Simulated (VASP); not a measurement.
Write the native input for VASP 6.6.1 that does the following.

| Property | Result |
| --- | --- |
| Task | single point |
| Functional | PBE-based screened hybrid |
| Potentials or basis | VASP PAW PBE potentials, release 64 (B, As) |
| Cutoff | 520 eV |
| k mesh | 4 × 4 × 4 |
| Occupations | gaussian, width 0.01 eV |
| Spin | no spin polarisation |
| Dipole correction | no |
| Grid for exact exchange (PRECFOCK) | Normal |
| Share of exact exchange | 0.35 |
| Further INCAR settings | ALGO = Normal; EDIFF = 1e-07; NBANDS = 11 |
| Screening parameter | 0.3 1/Å |

BAs:

```
CELL_PARAMETERS angstrom
0.00000 2.39187 2.39187
2.39187 0.00000 2.39187
2.39187 2.39187 0.00000
ATOMIC_POSITIONS crystal
B 0.00000 0.00000 0.00000
As 0.25000 0.25000 0.25000
```

One way to write it, as run:

POSCAR

```
BAs
1.0
    0.0000000000      2.3918676038      2.3918676038
    2.3918676038      0.0000000000      2.3918676038
    2.3918676038      2.3918676038      0.0000000000
B As
1 1
Direct
    0.0000000000      0.0000000000      0.0000000000
    0.2500000000      0.2500000000      0.2500000000
```

INCAR.step1

```
SYSTEM = BAs
  ALGO = Normal
  EDIFF = 1E-5
  ENCUT = 520
  GGA = PE
  ISIF = 2
  ISMEAR = 0
  LASPH = .TRUE.
  LCHARG = .FALSE.
  LREAL = .FALSE.
  LWAVE = .TRUE.
  NBANDS = 11
  NELM = 100
  PREC = Accurate
  SIGMA = 0.01
```

INCAR.step2

```
SYSTEM = BAs
  AEXX = 0.35
  ALGO = Normal
  EDIFF = 1E-7
  ENCUT = 520
  GGA = PE
  HFSCREEN = 0.3
  ISIF = 2
  ISMEAR = 0
  ISTART = 1
  LASPH = .TRUE.
  LCHARG = .FALSE.
  LHFCALC = .TRUE.
  LREAL = .FALSE.
  LWAVE = .FALSE.
  NBANDS = 11
  NELM = 100
  PREC = Accurate
  PRECFOCK = Normal
  SIGMA = 0.01
```

KPOINTS

```
k-points
0
G
  4 4 4
  0 0 0
```

Potentials or basis: VASP PAW PBE potentials, release 64 (B, As).

Run with:

```bash
$ cat potpaw_PBE.64/B/POTCAR potpaw_PBE.64/As/POTCAR > POTCAR
$ cp INCAR.step1 INCAR
$ mpirun -np 1 vasp_std > vasp.out
$ cp INCAR.step2 INCAR
$ mpirun -np 1 vasp_std > vasp.out
```

It gave:

```yaml
Pressure: -1.6 GPa
Band_gap_on_the_k_mesh: 2.15 eV, indirect (least direct gap 4.23 eV)
```

Caveat: the k points lie up to 0.57 Å⁻¹ apart; the PAW data sets were made with another functional, which shifts forces and pressure a little.

Run time: 2.8 min on 1 thread of Intel(R) Xeon(R) Platinum 8259CL CPU @ 2.50GHz (Skylake/Cascade Lake), on a shared host, peak memory 0.26 GiB.
